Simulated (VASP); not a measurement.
Crystal: C.

```
CELL_PARAMETERS angstrom
0.00000 1.78012 1.78012
1.78012 0.00000 1.78012
1.78012 1.78012 0.00000
ATOMIC_POSITIONS crystal
C 0.00000 0.00000 0.00000
C 0.25000 0.25000 0.25000
```

Program: VASP 6.6.1. Alike in all runs: task single point; no spin polarisation; cell as given; smearing gaussian 0.01 eV.

Q: Order these runs on this cell by their band gap on the k mesh, lowest first.
A. level LDA; potentials or basis VASP PAW LDA potentials, release 64 (C_h); k mesh 12 × 12 × 12; cutoff (eV) 1300
B. level r2SCAN; potentials or basis VASP PAW PBE potentials, release 64 (C_h); k mesh 12 × 12 × 12; cutoff (eV) 1430
C. level r2SCAN0; potentials or basis VASP PAW PBE potentials, release 64 (C); k mesh 8 × 8 × 8; cutoff (eV) 520; grid for exact exchange (PRECFOCK) Normal; share of exact exchange 0.25

A: A (4.14 eV), B (4.39 eV), C (6.14 eV).

Caveats: the cell stands under tension (at least some runs).

A k mesh can miss the band edges.
